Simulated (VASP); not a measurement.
# Rb2H3 (R-3m) in VASP: further runs, part 2 of 2

VASP 6.6.1.

### 4 Relaxation of cell and atoms, PBE

INCAR reads:

```
SYSTEM = Rb2H3
ALGO = Normal ; EDIFF = 1E-6
EDIFFG = -0.04 ; ENCUT = 600
GGA = PE ; IBRION = 2
ISIF = 3 ; ISMEAR = 0
LASPH = .TRUE. ; LCHARG = .FALSE.
LREAL = .FALSE. ; LWAVE = .FALSE.
NELM = 100 ; NSW = 90
PREC = Accurate ; SIGMA = 0.1
```

KPOINTS reads:

```
k-points
0
G
  6 6 6
  0 0 0
```

POSCAR reads:

```
Rb2H3
1.0
    2.4734662400      1.4280564000      4.7198940000
   -2.4734662400      1.4280564000      4.7198940000
    0.0000000000     -2.8561128000      4.7198940000
Rb H
2 3
Direct
    0.2926157500      0.2926157500      0.2926157500
    0.7073842500      0.7073842500      0.7073842500
    0.4253252100      0.4253252100      0.4253252100
    0.5746747900      0.5746747900      0.5746747900
    0.5000000000      0.5000000000      0.5000000000
```

Potentials or basis: VASP PAW PBE potentials, release 64 (Rb_sv, H).

Started as:

```sh
$ cat potpaw_PBE.64/Rb_sv/POTCAR potpaw_PBE.64/H/POTCAR > POTCAR
$ mpirun -np 1 vasp_std > vasp.out
```

OUTCAR:

```text
SYSTEM = Rb2H3
   EDIFF = 1E-6
   EDIFFG = -0.04
   ENCUT = 600
   GGA = PE
   IBRION = 2
   ISIF = 3
   ISMEAR = 0
   LASPH = .TRUE.
   LREAL = .FALSE.
   NELM = 100
   NSW = 90
   PREC = Accurate

 ion  position               nearest neighbor table
   1  0.293  0.293  0.293-   3 1.88   5 2.94   4 2.95   4 2.95   4 2.95   2 3.08   2 3.08   2 3.08
                             2 4.57   2 4.57   2 4.57
   2  0.707  0.707  0.707-   4 1.88   5 2.94   3 2.95   3 2.95   3 2.95   1 3.08   1 3.08   1 3.08
                             1 4.57   1 4.57   1 4.57
   3  0.425  0.425  0.425-   1 1.88   2 2.95   2 2.95   2 2.95
   4  0.575  0.575  0.575-   2 1.88   1 2.95   1 2.95   1 2.95
   5  0.500  0.500  0.500-   1 2.94   2 2.94

  LATTYP: Found a trigonal (rhomboedric) cell.
 ALAT       =     5.5167725794
 COS(alpha) =     0.5979576455

  Lattice vectors:

 A1 = (   2.4734662400,   1.4280564000,   4.7198940000)
 A2 = (  -2.4734662400,   1.4280564000,   4.7198940000)
 A3 = (   0.0000000000,  -2.8561128000,   4.7198940000)

Analysis of symmetry for initial positions (statically):
=====================================================================
 Subroutine PRICEL returns:
 Original cell was already a primitive cell.

 Routine SETGRP: Setting up the symmetry group for a
 trigonal (rhombohedral) supercell.

 Subroutine GETGRP returns: Found 12 space group operations
 (whereof 12 operations were pure point group operations)
 out of a pool of 12 trial point group operations.

The static configuration has the point symmetry D_3d.

Analysis of symmetry for dynamics (positions and initial velocities):
=====================================================================
 Subroutine PRICEL returns:
 Original cell was already a primitive cell.

 Routine SETGRP: Setting up the symmetry group for a
 trigonal (rhombohedral) supercell.
[... 159 lines left out ...]
  free energy    TOTEN  =        -8.29991577 eV

  energy without entropy =       -8.28204217  energy(sigma->0) =       -8.29097897

------------------------ aborting loop because EDIFF is reached ----------------------------------------

  FORCE on cell =-STRESS in cart. coord.  units (eV):
  Direction    XX          YY          ZZ          XY          YZ          ZX
  --------------------------------------------------------------------------------------
  -------------------------------------------------------------------------------------
  Total        3.3760885      3.3760885     14.4319534      0.0000000      0.0000000      0.0000000
  in kB       54.0741328     54.0741329    231.1537044      0.0000000      0.0000000      0.0000000
  external PRESSURE =     113.1006567 kB  Pullay stress =       0.0000000 kB
[... 98 lines left out ...]
  FREE ENERGIE OF THE ION-ELECTRON SYSTEM (eV)
  ---------------------------------------------------
  free  energy   TOTEN  =       -11.1238749702 eV

  energy  without entropy=      -11.1152334826  energy(sigma->0) =      -11.11955423

[... ionic steps 4 to 31 ...]

--------------------------------------- Ionic step       32  -------------------------------------------

 number of electron      20.9999999 magnetization

------------------------ aborting loop because EDIFF is reached ----------------------------------------
[... 73 lines left out ...]
--------------------------------------- Ionic step       34  -------------------------------------------

 number of electron      21.0000000 magnetization

 Free energy of the ion-electron system (eV)
  ---------------------------------------------------
  ext. energy  EPLUGINS =         0.00000000
  ---------------------------------------------------
  free energy    TOTEN  =       -11.50528847 eV

  energy without entropy =      -11.49382422  energy(sigma->0) =      -11.49955635

 E-fermi :   0.7867     XC(G=0):  -6.2366

 val. band max:        0.7589913335   @ k =  -0.1667   0.3333   0.1667
 cond. band min:       0.8460186593   @ k =   0.5000   0.5000   0.1667
 fundamental gap:      0.0870273258
 Fermi energy:         0.7867409608

 k-point     1 :       0.0000    0.0000    0.0000
  band No.  band energies     occupation
      1     -28.0977      2.00000
      2     -28.0852      2.00000
      3     -12.3826      2.00000
      4     -12.1684      2.00000
      5     -12.1280      2.00000
      6     -12.1280      2.00000
      7     -12.0955      2.00000
      8     -12.0955      2.00000
      9      -7.2114      2.00000
     10      -2.1737      2.00000
     11      -0.3301      2.00000
     12       3.1851      0.00000
     13       3.6583      0.00000
     14       3.6583      0.00000
[... 377 lines left out ...]
      1     -28.0877      2.00000
      2     -28.0854      2.00000
      3     -12.3162      2.00000
      4     -12.2944      2.00000
      5     -12.1993      2.00000
      6     -12.1776      2.00000
      7     -12.1658      2.00000
      8     -12.1325      2.00000
      9      -7.0244      2.00000
     10      -1.7223      2.00000
     11       1.2269      0.00000
     12       1.4555      0.00000
     13       2.2792      0.00000
     14       2.7040      0.00000

 [... further k-points ...]
[... 5 lines left out ...]
  --------------------------------------------------------------------------------------
  -------------------------------------------------------------------------------------
  Total       -0.0775097     -0.0775097      0.1118716      0.0000000      0.0000000      0.0000000
  in kB       -0.8179173     -0.8179173      1.1805200      0.0000000      0.0000000      0.0000000
  external PRESSURE =      -0.1517715 kB  Pullay stress =       0.0000000 kB
[... 20 lines left out ...]
  FREE ENERGIE OF THE ION-ELECTRON SYSTEM (eV)
  ---------------------------------------------------
  free  energy   TOTEN  =       -11.5052884705 eV

  energy  without entropy=      -11.4938242207  energy(sigma->0) =      -11.49955635

 reached required accuracy - stopping structural energy minimisation
```

CONTCAR:

```text
Rb2H3
   1.00000000000000
     2.4282732710644339    1.4019642271748478    7.4331255608042976
    -2.4282732710644339    1.4019642271748478    7.4331255608042976
     0.0000000000000000   -2.8039284543496956    7.4331255608042976
  Rb              H
     2     3
Direct
     0.2476741583476884    0.2476741583476884    0.2476741583476884
     0.7523258416523113    0.7523258416523113    0.7523258416523113
     0.4524381767255106    0.4524381767255106    0.4524381767255106
     0.5475618232744895    0.5475618232744895    0.5475618232744895
     0.5000000000000000    0.5000000000000000    0.5000000000000000

  0.00000000E+00  0.00000000E+00  0.00000000E+00
  0.00000000E+00  0.00000000E+00  0.00000000E+00
  0.00000000E+00  0.00000000E+00  0.00000000E+00
  0.00000000E+00  0.00000000E+00  0.00000000E+00
  0.00000000E+00  0.00000000E+00  0.00000000E+00
```

It took 12 min on 1 thread of Intel Xeon 6975P-C (Granite Rapids), shared host; peak memory 0.38 GiB.

What came out:

```yaml
Free_energy: -11.5053 eV
Relaxed_volume: 30.37 Å³/atom
Relaxed_cell: a = 7.944 Å, b = 7.944 Å, c = 7.944 Å, α = 35.60°, β = 35.60°, γ = 35.60°
Space_group_after_relaxing_to_0.05_Å: R-3m (No. 166)
Energy_gained_by_relaxing: 641.1 meV/atom
Ionic_steps: 34
Pressure_after_relaxing: 0.0 GPa
Largest_force_after_relaxing: 0.039 eV/Å
```

Forces in eV/Å, atoms in the order of the input:
```
Rb   0.000  0.000  0.039
Rb   0.000  0.000 -0.039
H    0.000  0.000 -0.018
H    0.000  0.000  0.018
H    0.000  0.000  0.000
```

Stress tensor (GPa, compression positive):
```
-0.08  0.00  0.00
 0.00 -0.08  0.00
 0.00  0.00  0.12
```

The path:
```tsv
step	energy change (eV)	largest force (eV/Å)	pressure (GPa)	volume (Å³)
1	0.0000	4.7165	11.31	100.03
2	-2.6645	1.0126	2.40	121.51
3	-2.8240	0.7660	1.73	126.36
4	-2.9928	0.5791	0.91	136.36
5	-2.9782	1.4599	0.36	157.55
6	-3.0195	1.1733	0.47	150.32
7	-3.1217	0.1894	-0.42	154.10
8	-3.1217	0.1897	-0.41	154.07
9	-3.1312	0.1797	-0.35	152.09
10	-3.1531	0.1455	-0.15	146.25
11	-3.1603	0.0622	0.41	135.01
12	-3.1639	0.0968	0.17	139.19
13	-3.1684	0.0700	0.13	140.11
14	-3.1739	0.0199	0.04	142.79
15	-3.1743	0.1193	-0.07	143.87
16	-3.1746	0.0668	-0.04	143.46
17	-3.1758	0.0679	-0.03	143.68
18	-3.1796	0.0668	0.00	144.30
19	-3.1873	0.0447	0.06	145.36
20	-3.1958	0.0871	0.26	146.81
21	-3.1936	0.1578	0.35	147.15
22	-3.1953	0.1224	0.30	146.99
23	-3.1958	0.1127	0.30	147.23
24	-3.1970	0.0984	0.26	147.94
25	-3.1976	0.1167	0.19	149.31
26	-3.1977	0.1126	0.20	149.10
27	-3.1983	0.1099	0.19	149.24
28	-3.2000	0.1017	0.14	149.67
29	-3.2024	0.0852	0.06	150.52
30	-3.2029	0.1392	-0.11	152.20
31	-3.2034	0.1000	-0.05	151.53
32	-3.2047	0.0535	-0.03	151.66
33	-3.2054	0.0411	-0.02	151.81
34	-3.2054	0.0395	-0.02	151.83
```

Final structure:
```cif
data_structure
_symmetry_space_group_name_H-M 'P 1'
_symmetry_Int_Tables_number 1
_cell_length_a 7.9444
_cell_length_b 7.9444
_cell_length_c 7.9444
_cell_angle_alpha 35.596
_cell_angle_beta 35.596
_cell_angle_gamma 35.596
_cell_volume 151.83
loop_
_atom_site_label
_atom_site_type_symbol
_atom_site_fract_x
_atom_site_fract_y
_atom_site_fract_z
_atom_site_occupancy
Rb1 Rb 0.24767 0.24767 0.24767 1
Rb2 Rb 0.75233 0.75233 0.75233 1
H1 H 0.45244 0.45244 0.45244 1
H2 H 0.54756 0.54756 0.54756 1
H3 H 0.50000 0.50000 0.50000 1
```

Levels at points of the mesh, in eV from the Fermi level:
```
           k point  band 8  band 9  band 10  band 11  band 12  band 13  band 14
(0.00, 0.00, 0.00)  -12.88   -8.00    -2.96    -1.12     2.40     2.87     2.87
(0.50, 0.00, 0.00)  -12.92   -7.81    -2.46     0.09     0.89     1.57     1.95
(0.50, 0.50, 0.00)  -12.90   -7.81    -2.51     0.19     0.64     1.54     2.25
(0.50, 0.50, 0.50)  -12.89   -7.98    -3.20     0.17     0.77     2.31     3.16
```

Caveat: the volume moved by over 15 % at a fixed basis, so the end points are rough.

### 5 Single point, PBE

This run uses another cell than the first one, of 32.86 Å³/atom, 1.643 times its volume.

INCAR reads:

```
ALGO = Normal ; EDIFF = 1E-6
ENCUT = 520 ; GGA = PE
ISIF = 2 ; ISMEAR = 0
LASPH = True ; LCHARG = False
LREAL = False ; LWAVE = False
NBANDS = 18 ; NELM = 60
PREC = Accurate ; SIGMA = 0.1
```

KPOINTS reads:

```
k-points
0
Gamma
  12 12 12
```

POSCAR reads:

```
Rb2H3
1.0
    2.2890738743      1.3215974175      9.0524479892
   -2.2890738743      1.3215974175      9.0524479892
    0.0000000000     -2.6431948350      9.0524479892
Rb H
2 3
Direct
    0.2525794903      0.2525794903      0.2525794903
    0.7474205097      0.7474205097      0.7474205097
    0.4612729447      0.4612729447      0.4612729447
    0.5387270553      0.5387270553      0.5387270553
    0.5000000000      0.5000000000      0.5000000000
```

Started as:

```sh
$ cat potpaw_PBE.64/Rb_sv/POTCAR potpaw_PBE.64/H/POTCAR > POTCAR
$ mpirun -np 1 vasp_std > vasp.out
```

Wall time 18 min (1 thread of Intel Xeon 6975P-C (Granite Rapids), shared host); peak memory 0.96 GiB.

Results (log left out):

```
Free energy   : -11.7115 eV
Pressure      : 0.0 GPa
Largest force : 0.007 eV/Å
```

Forces on the atoms (eV/Å):
```
Rb   0.000  0.000  0.000
Rb   0.000  0.000  0.000
H    0.000  0.000  0.007
H    0.000  0.000 -0.007
H    0.000  0.000  0.000
```

Levels at points of the mesh, in eV from the Fermi level:
```csv
k point,band 8,band 9,band 10,band 11,band 12,band 13,band 14,band 15
"(0.00, 0.00, 0.00)",-12.85,-7.89,-2.96,-1.29,1.91,2.19,2.74,3.60
"(0.50, 0.00, 0.00)",-12.89,-7.72,-2.43,0.52,0.83,1.32,2.24,3.16
"(0.50, 0.50, 0.00)",-12.89,-7.72,-2.44,0.44,0.83,1.67,1.93,3.20
"(0.50, 0.50, 0.50)",-12.85,-7.88,-3.12,-0.46,0.19,2.65,3.40,3.76
```

### 6 Single point, PBE

This run uses another cell than the first one, of 32.86 Å³/atom, 1.643 times its volume.

INCAR reads:

```
SYSTEM = Rb2H3
PREC = Accurate
ENCUT = 520
EDIFF = 1E-7
ISMEAR = 0
SIGMA = 0.1
LREAL = .False.
LASPH = .True.
NELM = 60
ALGO = Normal
ISIF = 2
LWAVE = .False.
LCHARG = .False.
GGA = PE
NBANDS = 18
```

KPOINTS reads:

```
regular mesh
0
Gamma
  12 12 12
  0 0 0
```

POSCAR is that of step 5.

Potentials or basis: VASP PAW PBE potentials, release 64 (Rb_sv, H).

Started as:

```sh
$ cat potpaw_PBE.64/Rb_sv/POTCAR potpaw_PBE.64/H/POTCAR > POTCAR
$ mpirun -np 1 vasp_std > vasp.out
```

Wall time 18 min (1 thread of Intel Xeon 6975P-C (Granite Rapids), shared host); peak memory 0.97 GiB.

It converged, with:

```yaml
Free_energy: -11.7115 eV
Pressure: 0.0 GPa
Largest_force: 0.007 eV/Å
```

Forces in eV/Å, atoms in the order of the input:
```
Rb   0.000  0.000  0.000
Rb   0.000  0.000  0.000
H    0.000  0.000  0.007
H    0.000  0.000 -0.007
H    0.000  0.000  0.000
```

Levels at points of the mesh, in eV from the Fermi level:
```tsv
k point	band 7	band 8	band 9	band 10	band 11	band 12	band 13	band 14	band 15	band 16
(0.00, 0.00, 0.00)	-12.85	-12.85	-7.89	-2.96	-1.29	1.91	2.19	2.74	3.60	3.60
(0.50, 0.00, 0.00)	-12.89	-12.89	-7.72	-2.43	0.52	0.83	1.32	2.24	3.16	3.61
(0.50, 0.50, 0.00)	-12.90	-12.89	-7.72	-2.44	0.44	0.83	1.67	1.93	3.20	3.46
(0.50, 0.50, 0.50)	-12.85	-12.85	-7.88	-3.12	-0.46	0.19	2.65	3.40	3.76	3.76
```

### 7 Overview

| task | cell | k mesh | cutoff (eV) | gap on the mesh (eV) | pressure (GPa) | largest force (eV/Å) |
| --- | --- | --- | --- | --- | --- | --- |
| single point | a = 5.517 Å, angles 53.3°, 5 atoms | 6 × 6 × 6 | 520 | none | 11.3 | 4.72 |
| single point | a = 6.887 Å, angles 43.7°, 5 atoms | 6 × 6 × 6 | 520 | none | 0.1 | 0.01 |
| relaxation of cell and atoms | relaxed from a = 5.517 Å, angles 53.3°, 5 atoms | 6 × 6 × 6 | 600 | none | 0.0 | 0.04 |
| single point | a = 9.430 Å, angles 28.1°, 5 atoms | 12 × 12 × 12 | 520 | none | 0.0 | 0.01 |

Alike in all rows: level PBE; potentials or basis VASP PAW PBE potentials, release 64 (Rb_sv, H); no spin polarisation; smearing gaussian 0.1 eV.

Caveats: forces of over 1 eV/Å act on the atoms, so gaps and moduli don't describe the material at rest (some runs); the volume moved by over 15 % at a fixed basis, so the end points are rough (some runs).

Total energies depend on the potentials used, so only differences within one code and one set of settings carry meaning.
